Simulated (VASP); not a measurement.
**InAs: single point with LDA**

InAs:

```
In As
1.0
     0.00000    2.77784    2.77784
     2.77784    0.00000    2.77784
     2.77784    2.77784    0.00000
In As
1 1
Direct
  0.46645 0.53355 0.53355
  0.05141 0.94859 0.94859
```

```json
{"Program": "VASP 6.6.1", "Task": "single point", "Functional": "LDA", "Potentials or basis": "VASP PAW LDA potentials, release 64 (In_d, As)", "Cutoff": "500 eV", "k mesh": "14 × 14 × 14", "Occupations": "gaussian, width 0.15 eV", "Spin": "no spin polarisation"}
```

```yaml
Pressure: 10.3 GPa
Largest_force: 3.538 eV/Å
Band_gap_on_the_k_mesh: zero (band 9 reaches 7.44 eV, above the bottom of band 10 at 4.92 eV)
```

Forces in eV/Å, atoms in the order of the input:
```
In  -3.538  0.000  0.000
As   3.538  0.000  0.000
```

Stress tensor (GPa, compression positive):
```
32.62  0.00  0.00
 0.00 -0.79  0.00
 0.00  0.00 -0.79
```

Levels at points of the mesh, in eV from the Fermi level:
```csv
k point,band 5,band 6,band 7,band 8,band 9,band 10,band 11,band 12,band 13,band 14
"(0.00, 0.00, 0.00)",-14.37,-12.85,-0.30,0.11,0.12,0.12,5.97,5.97,7.29,8.51
"(0.50, 0.00, 0.00)",-14.32,-10.81,-6.95,-0.29,0.15,2.24,3.57,4.28,5.22,10.72
"(0.50, 0.50, 0.00)",-14.27,-9.82,-5.26,-3.20,-2.13,-1.95,3.14,10.43,10.93,11.12
"(0.00, 0.50, 0.50)",-14.34,-9.56,-6.09,-2.50,-2.50,-1.99,3.83,10.20,10.20,11.29
```

It took 2.7 min on 1 thread of Intel Xeon 6975P-C, with other jobs on the host, peak memory 0.28 GiB.

Caveat: spin-orbit coupling is left out, which moves the levels of the heavy elements; forces of over 1 eV/Å act on the atoms, so gaps and moduli don't describe the material at rest.
